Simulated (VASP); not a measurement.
# Ca8H (I-4m2) in VASP: single point with PBE

Aim: the single point of Ca8H with PBE.

Program: VASP 6.6.1. These are calculated values, not measurements. Logs are shortened: lines on timing, memory, paths and dates and some standing lists are left out, and cuts for length are marked.

## 1. The cell of the first run

It takes space group I-4m2 (No. 119, tetragonal). The conventional cell has a = 7.806 Å, b = 7.806 Å, c = 11.099 Å, α = 90.00°, β = 90.00°, γ = 90.00°. Ca (site symmetry m) has 1 H at 2.28 Å within 3.0 Å. Within 5.1 Å of Ca (site symmetry m) lie 12 Ca at 3.90 to 3.93 Å and 3 H at 4.58 to 4.59 Å. Within 3.0 Å of H (site symmetry -4m2) lie 4 Ca at 2.28 Å.

## 2. Single point, PBE

File INCAR:

```
SYSTEM = Ca8H
PREC = Accurate ; ENCUT = 520
EDIFF = 1E-6 ; ISMEAR = 0
SIGMA = 0.1 ; LREAL = .False.
LASPH = .True. ; NELM = 80
ALGO = Fast ; ISIF = 2
LWAVE = .False. ; LCHARG = .False.
GGA = PE ; NBANDS = 50
```

File KPOINTS:

```
regular mesh
0
Gamma
  6 6 6
  0 0 0
```

File POSCAR:

```
Ca8H
1.0
   -3.9031102856      5.5494991264      3.9031102856
    3.9031102856     -5.5494991264      3.9031102856
    3.9031102856      5.5494991264     -3.9031102856
Ca H
8 1
Direct
    0.0063369916      0.0111401535      0.0174771451
    0.0048031619      0.0111401535      0.4936630084
    0.0012388319      0.5004373275      0.0008015044
    0.0063369916      0.4888598465      0.4951968381
    0.5003641770     -0.0004373275      0.0008015044
    0.4991984956     -0.0004373275      0.4987611681
    0.4991984956      0.5004373275     -0.0003641770
    0.4825228549      0.4888598465      0.4936630084
    0.1250000000      0.2500000000      0.3750000000
```

Potentials or basis: VASP PAW PBE potentials, release 64 (Ca_sv, H).

Command:

```sh
$ cat potpaw_PBE.64/Ca_sv/POTCAR potpaw_PBE.64/H/POTCAR > POTCAR
$ mpirun -np 1 vasp_std > vasp.out
```

OUTCAR:

```text
SYSTEM = Ca8H
   PREC = Accurate
   ENCUT = 520
   EDIFF = 1E-6
   ISMEAR = 0
   LREAL = .False.
   LASPH = .True.
   NELM = 80
   ISIF = 2
   GGA = PE

 ion  position               nearest neighbor table
   1  0.006  0.011  0.017-
   2  0.005  0.011  0.494-
   3  0.001  0.500  0.001-
   4  0.006  0.489  0.495-
   5  0.500  1.000  0.001-
   6  0.499  1.000  0.499-
   7  0.499  0.500  1.000-
   8  0.483  0.489  0.494-
   9  0.125  0.250  0.375-

  LATTYP: Found a body centered tetragonal cell.
 ALAT       =     7.8062205712
 C/A-ratio  =     1.4218145838

  Lattice vectors:

 A1 = (   3.9031102856,   5.5494991264,  -3.9031102856)
 A2 = (  -3.9031102856,   5.5494991264,   3.9031102856)
 A3 = (   3.9031102856,  -5.5494991264,   3.9031102856)

Analysis of symmetry for initial positions (statically):
=====================================================================
 Subroutine PRICEL returns:
 Original cell was already a primitive cell.

 Routine SETGRP: Setting up the symmetry group for a
 body centered tetragonal supercell.

 Subroutine GETGRP returns: Found  8 space group operations
 (whereof  2 operations were pure point group operations)
 out of a pool of 16 trial point group operations.

The static configuration has the point symmetry C_1h.
 The point group associated with its full space group is D_2d.

Analysis of symmetry for dynamics (positions and initial velocities):
=====================================================================
 Subroutine PRICEL returns:
 Original cell was already a primitive cell.

 Routine SETGRP: Setting up the symmetry group for a
 body centered tetragonal supercell.

 Subroutine GETGRP returns: Found  8 space group operations
 (whereof  2 operations were pure point group operations)
 out of a pool of 16 trial point group operations.

The dynamic configuration has the point symmetry C_1h.
 The point group associated with its full space group is D_2d.

 Subroutine INISYM returns: Found  8 space group operations
 (whereof  2 operations are pure point group operations),
 and found     1 'primitive' translations

----------------------------------------------------------------------------------------

                                     Primitive cell

  volume of cell :     338.1703

  direct lattice vectors                    reciprocal lattice vectors
[... 108 lines left out ...]
   ISYM   =      2    0-nonsym 1-usesym 2-fastsym
   POTIM  = 0.5000    time-step for ionic-motion
   TEBEG  =    0.0;   TEEND  =   0.0 temperature during run
   PSTRESS=    0.0 pullay stress
   NELECT =      81.0000    total number of electrons
   NUPDOWN=      -1.0000    fix difference up-down
   EMIN   =  10.00;   EMAX   =-10.00  energy-range for DOS
   EFERMI =   0.00;   METHOD = LEGACY
   ISMEAR =     0;   SIGMA  =   0.10  broadening in eV -4-tet -1-fermi 0-gaus
   EFERMI_NEDOS =   21; number of points for ismear=-14 and -15
   IALGO  =     68    algorithm
   IMIX   =      4    mixing-type and parameters
     AMIX     =   0.40;   BMIX     =  1.00
     AMIX_MAG =   1.60;   BMIX_MAG =  1.00
  volume/ion in A,a.u.               =      37.57       253.57
  Fermi-wavevector in a.u.,A,eV,Ry     =   1.016697  1.921278 14.063960  1.033672
  Thomas-Fermi vector in A             =   2.150055
   LORBIT       =      0    0 simple, 1 ext, 2 COOP (PROOUT), +10 PAW based schemes
   GGA     = PE    functional components
   LHFCALC =     F    Hartree Fock is set to
   AEXX    =    0.0000 exact exchange contribution
   IVDW    =     0    specifies the selected vdW correction
   LEPSILON=     F    determine dielectric tensor
   LRPA    =     F    only Hartree local field effects (RPA)
 non-spin polarized calculation
 RMM-DIIS sequential band-by-band and
 Gauss-broadening in eV      SIGMA  =   0.10
  energy-cutoff  :      520.00
  volume of cell :      338.17
 maximum number of plane-waves:      9209
 NGX is ok and might be reduce to    60
   NGX = 29   NGY = 29   NGZ = 29

 number of electron      80.9999999 magnetization

 Free energy of the ion-electron system (eV)
  ---------------------------------------------------
  ext. energy  EPLUGINS =         0.00000000
  ---------------------------------------------------
  free energy    TOTEN  =       -19.51293090 eV

  energy without entropy =      -19.46147022  energy(sigma->0) =      -19.48720056

 E-fermi :   1.9573     XC(G=0):  -7.7619

 val. band max:        1.9567748672   @ k =   0.0000   0.3333   0.0000
 cond. band min:       1.9633402272   @ k =   0.3333  -0.3333   0.3333
 fundamental gap:      0.0065653600
 Fermi energy:         1.9572684771

 k-point     1 :       0.0000    0.0000    0.0000
  band No.  band energies     occupation
      1     -40.0677      2.00000
      2     -40.0587      2.00000
      3     -40.0585      2.00000
      4     -40.0585      2.00000
      5     -39.8731      2.00000
      6     -39.8619      2.00000
[... 1261 lines left out ...]
     49       3.0134      0.00000
     50       3.4410      0.00000

 [... further k-points ...]

------------------------ aborting loop because EDIFF is reached ----------------------------------------

  FORCE on cell =-STRESS in cart. coord.  units (eV):
  Direction    XX          YY          ZZ          XY          YZ          ZX
  --------------------------------------------------------------------------------------
  -------------------------------------------------------------------------------------
  Total        0.0167642     -0.0526684      0.0167642      0.0000000      0.0000000      0.0000000
  in kB        0.0794250     -0.2495313      0.0794250      0.0000000      0.0000000      0.0000000
  external PRESSURE =      -0.0302271 kB  Pullay stress =       0.0000000 kB

 VOLUME and BASIS-vectors are now :
 -----------------------------------------------------------------------------
  energy-cutoff  :      520.00
  volume of cell :      338.17
      direct lattice vectors                 reciprocal lattice vectors
    -3.903110286  5.549499126  3.903110286     0.000000000  0.090098221  0.128102965
     3.903110286 -5.549499126  3.903110286     0.128102965  0.000000000  0.128102965
     3.903110286  5.549499126 -3.903110286     0.128102965  0.090098221  0.000000000

 POSITION                                       TOTAL-FORCE (eV/Angst)
 -----------------------------------------------------------------------------------
      0.08696      0.07033      0.00000        -0.015257     -0.020364     -0.000000
      1.95156      2.70442     -1.86459         0.000000      0.020364     -0.015257
      1.95156     -2.76585      1.95497         0.000000     -0.001940     -0.002136
      3.81615      0.07033      0.00000         0.015257     -0.020364     -0.000000
      1.95156     -2.76585      5.85125        -0.000000     -0.001940      0.002136
      3.89970     -0.00890      3.90311         0.002136      0.001940     -0.000000
      3.90652      5.54060      0.00000        -0.002136      0.001940     -0.000000
      1.95156      2.70442      1.86459         0.000000      0.020364      0.015257
      1.95156      1.38737      0.00000        -0.000000     -0.000000     -0.000000
 -----------------------------------------------------------------------------------
    total drift:                                0.000001      0.000000     -0.000001

  FREE ENERGIE OF THE ION-ELECTRON SYSTEM (eV)
  ---------------------------------------------------
  free  energy   TOTEN  =       -19.5129308984 eV

  energy  without entropy=      -19.4614702187  energy(sigma->0) =      -19.48720056
```

Run time: 28 min. Hardware: 1 thread of Intel Xeon Platinum 8488C (Sapphire Rapids), shared host; peak memory 0.72 GiB.

Results:

| Item | Value |
| --- | --- |
| Free energy | -19.5129 eV |
| Pressure | 0.0 GPa |
| Largest force | 0.025 eV/Å |
| Band gap on the k mesh | zero (an odd number of electrons rules out a gap without spin polarisation) |

Forces in eV/Å, atoms in the order of the input:
```
Ca  -0.015 -0.020  0.000
Ca   0.000  0.020 -0.015
Ca   0.000 -0.002 -0.002
Ca   0.015 -0.020  0.000
Ca   0.000 -0.002  0.002
Ca   0.002  0.002  0.000
Ca  -0.002  0.002  0.000
Ca   0.000  0.020  0.015
H    0.000  0.000  0.000
```
